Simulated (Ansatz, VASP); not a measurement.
## Cd: VASP beside Ansatz

```
Cd
1.0
     0.00000    2.25764    2.25764
     2.25764    0.00000    2.25764
     2.25764    2.25764    0.00000
Cd
1
Direct
  0.00000 0.00000 0.00000
```

Alike in both runs: task single point; functional revPBE; k mesh 13 × 13 × 13; occupations fermi-dirac, width 0.1 eV; no spin polarisation.

```csv
,VASP,Ansatz
version,VASP 6.6.1,Ansatz 0.2.0
potentials or method,"VASP PAW PBE potentials, release 64 (Cd), cutoff 520 eV","plane waves (420 eV) with PAW, scalar-relativistic"
valence electrons in the cell,12,20
```

```tsv
	VASP	Ansatz	Ansatz less VASP
pressure (GPa)	1.7	1.4	-0.23
```

VASP's potentials were made for PBE, not for revPBE. VASP's potentials hold 12 valence electrons a cell and Ansatz's 20, so a difference there can come from the potentials and not from the codes.
